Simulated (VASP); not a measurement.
Wanted: the native input for a VASP 6.6.1 run.

- Task: single point
- Functional: LDA
- Potentials or basis: VASP PAW LDA potentials, release 64 (Pb_d, S)
- Cutoff: 520 eV
- k mesh: 6 × 6 × 6
- Occupations: fermi-dirac, width 0.1 eV
- Spin: no spin polarisation
- Dipole correction: no
- Further INCAR settings: ALGO = Normal; EDIFF = 1e-06; NBANDS = 35

The structure of PbS2 lies in POSCAR:

```
PbS2
1.0
   -3.1933497787      3.1933497787      3.9219929315
    3.1933497787     -3.1933497787      3.9219929315
    3.1933497787      3.1933497787     -3.9219929315
Pb S
2 4
Direct
    0.7500000000      0.7500000000      0.0000000000
    0.2500000000      0.2500000000      0.0000000000
    0.1190319700      0.6190319700      0.7380639500
    0.8809680200      0.3809680300      0.2619360500
    0.6190319700      0.8809680200      0.5000000000
    0.3809680300      0.1190319700      0.5000000000
```

The input as run:

INCAR

```
SYSTEM = PbS2
PREC = Accurate
ENCUT = 520
EDIFF = 1E-6
ISMEAR = -1
SIGMA = 0.1
LREAL = .False.
LASPH = .True.
NELM = 80
ALGO = Normal
ISIF = 2
LWAVE = .False.
LCHARG = .False.
NBANDS = 35
```

KPOINTS

```
Automatic mesh
0
Gamma
  6 6 6
  0 0 0
```

Potentials or basis: VASP PAW LDA potentials, release 64 (Pb_d, S).

Command:

```bash
$ cat potpaw_LDA.64/Pb_d/POTCAR potpaw_LDA.64/S/POTCAR > POTCAR
$ mpirun -np 1 vasp_std > vasp.out
```

Results of the run:

```json
{"Pressure": "-8.5 GPa", "Largest force": "0.579 eV/Å", "Band gap on the k mesh": "0.26 eV (least direct gap 0.49 eV)"}
```

Caveat: the cell stands under tension; spin-orbit coupling is left out, which moves the levels of the heavy elements.

Run time: 2.7 min on 1 thread of Intel Xeon 8259CL, on a shared host, peak memory 0.33 GiB.
